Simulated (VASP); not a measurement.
# Be (Im-3m) in VASP: a series of runs

Be is run at these levels: PBE; tasks: single point.

All numbers are computed with VASP 6.6.1; they aren't measurements. Logs are shortened: lines on timing, memory, paths and dates and some standing lists are left out, and cuts for length are marked.

## (1) The cell of the first run

It takes space group Im-3m (No. 229, cubic). The conventional cell has a = 2.515 Å, b = 2.515 Å, c = 2.515 Å, α = 90.00°, β = 90.00°, γ = 90.00°. Be (site symmetry m-3m) has 14 Be at 2.18 to 2.51 Å within 2.9 Å.

## (2) Single point, PBE (volume scaled by 1.01)

INCAR

```
SYSTEM = Be
PREC     = Accurate       ! precision mode
ENCUT    = 520            ! plane-wave cutoff, eV
EDIFF    = 1E-6           ! SCF threshold, eV
ISMEAR   = -1             ! smearing method
SIGMA    = 0.03           ! smearing width, eV
LREAL    = .FALSE.        ! projectors in reciprocal space
LASPH    = .TRUE.         ! aspherical terms in the spheres
NELM     = 80             ! most SCF steps
ALGO     = Normal         ! electronic algorithm
ISIF     = 2              ! what is computed and relaxed
LWAVE    = .FALSE.        ! write WAVECAR
LCHARG   = .TRUE.         ! write CHGCAR
GGA      = PE             ! functional
LELF     = .TRUE.         ! ELF
LVHAR    = .TRUE.       
NBANDS   = 7              ! bands
```

KPOINTS

```
Automatic mesh
0
G
  23 23 23
  0 0 0
```

POSCAR

```
Be
1.0
   -1.2572841744      1.2572841744      1.2572841744
    1.2572841744     -1.2572841744      1.2572841744
    1.2572841744      1.2572841744     -1.2572841744
Be
1
Direct
    0.0000000000      0.0000000000      0.0000000000
```

Potentials or basis: VASP PAW PBE potentials, release 64 (Be).

The run is started by

```console
$ cat potpaw_PBE.64/Be/POTCAR > POTCAR
$ mpirun -np 1 vasp_std > vasp.out
```

OUTCAR:

```text
SYSTEM = Be
   PREC = Accurate
   ENCUT = 520
   EDIFF = 1E-6
   ISMEAR = -1
   LREAL = .FALSE.
   LASPH = .TRUE.
   NELM = 80
   ISIF = 2
   GGA = PE

 ion  position               nearest neighbor table
   1  0.000  0.000  0.000-

  LATTYP: Found a body centered cubic cell.
 ALAT       =     2.5145683488

  Lattice vectors:

 A1 = (  -1.2572841744,   1.2572841744,   1.2572841744)
 A2 = (   1.2572841744,  -1.2572841744,   1.2572841744)
 A3 = (   1.2572841744,   1.2572841744,  -1.2572841744)

Analysis of symmetry for initial positions (statically):
=====================================================================
 Subroutine PRICEL returns:
 Original cell was already a primitive cell.

 Routine SETGRP: Setting up the symmetry group for a
 body centered cubic supercell.

 Subroutine GETGRP returns: Found 48 space group operations
 (whereof 48 operations were pure point group operations)
 out of a pool of 48 trial point group operations.

The static configuration has the point symmetry O_h .

Analysis of symmetry for dynamics (positions and initial velocities):
=====================================================================
 Subroutine PRICEL returns:
 Original cell was already a primitive cell.

 Routine SETGRP: Setting up the symmetry group for a
 body centered cubic supercell.

 Subroutine GETGRP returns: Found 48 space group operations
 (whereof 48 operations were pure point group operations)
 out of a pool of 48 trial point group operations.

The dynamic configuration has the point symmetry O_h .

 Subroutine INISYM returns: Found 48 space group operations
 (whereof 48 operations are pure point group operations),
 and found     1 'primitive' translations

----------------------------------------------------------------------------------------

                                     Primitive cell

  volume of cell :       7.9499

  direct lattice vectors                    reciprocal lattice vectors
    -1.257284174  1.257284174  1.257284174     0.000000000  0.397682569  0.397682569
     1.257284174 -1.257284174  1.257284174     0.397682569  0.000000000  0.397682569
     1.257284174  1.257284174 -1.257284174     0.397682569  0.397682569  0.000000000

  length of vectors
     2.177680070  2.177680070  2.177680070     0.562408082  0.562408082  0.562408082

  position of ions in fractional coordinates (direct lattice)
     0.000000000  0.000000000  0.000000000

  ion indices of the primitive-cell ions
   primitive index   ion index
                 1           1

----------------------------------------------------------------------------------------

 KPOINTS: Automatic mesh

Automatic generation of k-mesh.
 Grid dimensions read from file:
 generate k-points for:   23   23   23

 Generating k-lattice:

  Cartesian coordinates                     Fractional coordinates (reciprocal lattice)
     0.000000000  0.017290546  0.017290546     0.043478261  0.000000000  0.000000000
     0.017290546  0.000000000  0.017290546     0.000000000  0.043478261  0.000000000
     0.017290546  0.017290546  0.000000000     0.000000000  0.000000000  0.043478261

  Length of vectors
     0.024452525  0.024452525  0.024452525

  Shift w.r.t. Gamma in fractional coordinates (k-lattice)
     0.000000000  0.000000000  0.000000000

 Subroutine IBZKPT returns following result:
 ===========================================

 Found    364 irreducible k-points:

 Following reciprocal coordinates:
            Coordinates               Weight
  0.000000  0.000000  0.000000      1.000000
  0.043478  0.000000  0.000000     12.000000
  0.086957  0.000000  0.000000     12.000000
  0.130435  0.000000  0.000000     12.000000
  0.173913  0.000000  0.000000     12.000000
  0.217391  0.000000  0.000000     12.000000
[... 16 lines left out ...]
  0.478261  0.043478 -0.000000     24.000000
  0.086957  0.086957  0.000000     24.000000
 [... further k-points ...]
   k-points           NKPTS =    364   k-points in BZ     NKDIM =    364   number of bands    NBANDS=      7
   number of dos      NEDOS =    301   number of ions     NIONS =      1
   total plane-waves  NPLWV =   4096
   dimension x,y,z NGX =    16 NGY =   16 NGZ =   16
   dimension x,y,z NGXF=    32 NGYF=   32 NGZF=   32
   ions per type =               1
   NGX,Y,Z   is equivalent  to a cutoff of  12.21, 12.21, 12.21 a.u.
   NGXF,Y,Z  is equivalent  to a cutoff of  24.43, 24.43, 24.43 a.u.
 SYSTEM =  Be
   PREC   = accura    normal or accurate (medium, high low for compatibility)
   ISTART =      0    job   : 0-new  1-cont  2-samecut
   ICHARG =      2    charge: 1-file 2-atom 10-const
   ISPIN  =      1    spin polarized calculation?
   LNONCOLLINEAR =      F non collinear calculations
   LSORBIT =      F    spin-orbit coupling
   LASPH  =      T    aspherical Exc in radial PAW
   ENCUT  =  520.0 eV  38.22 Ry    6.18 a.u.   4.05  4.05  4.05*2*pi/ulx,y,z
   NELM   =     80;   NELMIN=  2; NELMDL= -5     # of ELM steps
   EDIFF  = 0.1E-05   stopping-criterion for ELM
   LREAL  =      F    real-space projection
   EDIFFG = 0.1E-04   stopping-criterion for IOM
   NSW    =      0    number of steps for IOM
   IBRION =     -1    ionic relax: 0-MD 1-quasi-New 2-CG
   NFREE  =      0    steps in history (QN), initial steepest desc. (CG)
   ISIF   =      2    stress and relaxation
   ISYM   =      2    0-nonsym 1-usesym 2-fastsym
   POTIM  = 0.5000    time-step for ionic-motion
   TEBEG  =    0.0;   TEEND  =   0.0 temperature during run
   PSTRESS=    0.0 pullay stress
   NELECT =       2.0000    total number of electrons
   NUPDOWN=      -1.0000    fix difference up-down
   EMIN   =  10.00;   EMAX   =-10.00  energy-range for DOS
   EFERMI =   0.00;   METHOD = LEGACY
   ISMEAR =    -1;   SIGMA  =   0.03  broadening in eV -4-tet -1-fermi 0-gaus
   EFERMI_NEDOS =   21; number of points for ismear=-14 and -15
   IALGO  =     38    algorithm
   IMIX   =      4    mixing-type and parameters
     AMIX     =   0.40;   BMIX     =  1.00
     AMIX_MAG =   1.60;   BMIX_MAG =  1.00
  volume/ion in A,a.u.               =       7.95        53.65
  Fermi-wavevector in a.u.,A,eV,Ry     =   1.033470  1.952976 14.531854  1.068061
  Thomas-Fermi vector in A             =   2.167719
   LORBIT       =      0    0 simple, 1 ext, 2 COOP (PROOUT), +10 PAW based schemes
   GGA     = PE    functional components
   LHFCALC =     F    Hartree Fock is set to
   AEXX    =    0.0000 exact exchange contribution
   IVDW    =     0    specifies the selected vdW correction
   LEPSILON=     F    determine dielectric tensor
   LRPA    =     F    only Hartree local field effects (RPA)
 non-spin polarized calculation
  energy-cutoff  :      520.00
  volume of cell :        7.95
 maximum number of plane-waves:       236
   NGX =  7   NGY =  7   NGZ =  7

 number of electron       2.0000000 magnetization

 Free energy of the ion-electron system (eV)
  ---------------------------------------------------
  ext. energy  EPLUGINS =         0.00000000
  ---------------------------------------------------
  free energy    TOTEN  =        -3.66495404 eV

  energy without entropy =       -3.66436996  energy(sigma->0) =       -3.66466200

 E-fermi :   7.8814     XC(G=0): -10.5942

 val. band max:        7.8378509147   @ k =   0.3043   0.2609   0.0870
 cond. band min:       7.9180812655   @ k =  -0.4348   0.4348   0.3913
 fundamental gap:      0.0802303508
 Fermi energy:         7.8813742028

 k-point     1 :       0.0000    0.0000    0.0000
  band No.  band energies     occupation
      1      -4.3416      2.00000
      2      27.0180      0.00000
      3      27.0180      0.00000
      4      27.0180      0.00000
      5      38.3385      0.00000
      6      38.3385      0.00000
      7      38.3385      0.00000

 k-point     2 :       0.0435    0.0000    0.0000
  band No.  band energies     occupation
      1      -4.2755      2.00000
      2      26.6952      0.00000
      3      26.7470      0.00000
      4      26.9410      0.00000
      5      37.4189      0.00000
      6      37.4632      0.00000
      7      38.7825      0.00000

 k-point     3 :       0.0870    0.0000    0.0000
  band No.  band energies     occupation
      1      -4.0770      2.00000
      2      25.7026      0.00000
      3      26.0435      0.00000
      4      26.7140      0.00000
      5      35.5781      0.00000
      6      35.9460      0.00000
      7      39.1500      0.00000

 k-point     4 :       0.1304    0.0000    0.0000
  band No.  band energies     occupation
      1      -3.7462      2.00000
      2      24.0645      0.00000
      3      25.1152      0.00000
      4      26.3521      0.00000
      5      34.2209      0.00000
      6      34.4374      0.00000
      7      38.6490      0.00000

 k-point     5 :       0.1739    0.0000    0.0000
  band No.  band energies     occupation
      1      -3.2831      2.00000
      2      21.9666      0.00000
      3      24.1248      0.00000
      4      25.8865      0.00000
      5      33.0553      0.00000
      6      33.4449      0.00000
      7      38.5116      0.00000

 k-point     6 :       0.2174    0.0000    0.0000
  band No.  band energies     occupation
      1      -2.6887      2.00000
      2      19.6527      0.00000
      3      23.1688      0.00000
      4      25.3615      0.00000
      5      31.8303      0.00000
      6      33.0852      0.00000
      7      38.7102      0.00000

 k-point     7 :       0.2609    0.0000    0.0000
  band No.  band energies     occupation
      1      -1.9657      2.00000
      2      17.3018      0.00000
      3      22.3010      0.00000
      4      24.8256      0.00000
      5      30.7731      0.00000
      6      32.9962      0.00000
      7      39.2030      0.00000
[... 121 lines left out ...]
 k-point    20 :       0.3478    0.0435   -0.0000
  band No.  band energies     occupation
      1       0.3902      2.00000
      2      11.9073      0.00000
      3      20.4684      0.00000
      4      23.1762      0.00000
      5      29.6138      0.00000
      6      33.4410      0.00000
      7      41.3929      0.00000

 k-point    21 :       0.3913    0.0435    0.0000
  band No.  band energies     occupation
      1       1.4189      2.00000
      2      10.1159      0.00000
      3      20.0833      0.00000
      4      22.8598      0.00000
      5      29.2043      0.00000
      6      33.6830      0.00000
      7      42.4491      0.00000

 k-point    22 :       0.4348    0.0435    0.0000
  band No.  band energies     occupation
      1       2.3222      2.00000
      2       8.7505      0.00000
      3      19.8505      0.00000
      4      22.6655      0.00000
      5      28.9573      0.00000
      6      33.8644      0.00000
      7      43.3949      0.00000

 k-point    23 :       0.4783    0.0435   -0.0000
  band No.  band energies     occupation
      1       2.7263      2.00000
      2       8.1918      0.00006
      3      19.7726      0.00000
      4      22.6000      0.00000
      5      28.8748      0.00000
      6      33.9319      0.00000
      7      43.8291      0.00000

 k-point    24 :       0.0870    0.0870    0.0000
  band No.  band energies     occupation
      1      -3.5475      2.00000
      2      23.8682      0.00000
      3      24.0605      0.00000
      4      25.7164      0.00000
      5      33.7828      0.00000
      6      34.3364      0.00000
      7      38.5063      0.00000

 [... further k-points ...]
[... 5 lines left out ...]
  --------------------------------------------------------------------------------------
  -------------------------------------------------------------------------------------
  Total       -0.0947423     -0.0947423     -0.0947423     -0.0000000      0.0000000      0.0000000
  in kB      -19.0938716    -19.0938716    -19.0938716     -0.0000000      0.0000000      0.0000000
  external PRESSURE =     -19.0938716 kB  Pullay stress =       0.0000000 kB

 VOLUME and BASIS-vectors are now :
 -----------------------------------------------------------------------------
  energy-cutoff  :      520.00
  volume of cell :        7.95
      direct lattice vectors                 reciprocal lattice vectors
    -1.257284174  1.257284174  1.257284174     0.000000000  0.397682569  0.397682569
     1.257284174 -1.257284174  1.257284174     0.397682569  0.000000000  0.397682569
     1.257284174  1.257284174 -1.257284174     0.397682569  0.397682569  0.000000000

 POSITION                                       TOTAL-FORCE (eV/Angst)
 -----------------------------------------------------------------------------------
      0.00000      0.00000      0.00000         0.000000      0.000000      0.000000
 -----------------------------------------------------------------------------------
    total drift:                                0.000000     -0.000000      0.000000

  FREE ENERGIE OF THE ION-ELECTRON SYSTEM (eV)
  ---------------------------------------------------
  free  energy   TOTEN  =        -3.6649540436 eV

  energy  without entropy=       -3.6643699636  energy(sigma->0) =       -3.66466200
```

It took 12 s on 1 thread of Intel Xeon 8259CL, shared host; peak memory 0.12 GiB.

Results:

- Free energy: -3.6650 eV
- Pressure: -1.9 GPa
- Band gap on the k mesh: zero (band 1 reaches 11.35 eV, above the bottom of band 2 at 6.54 eV)

[end of part 1 of 2]
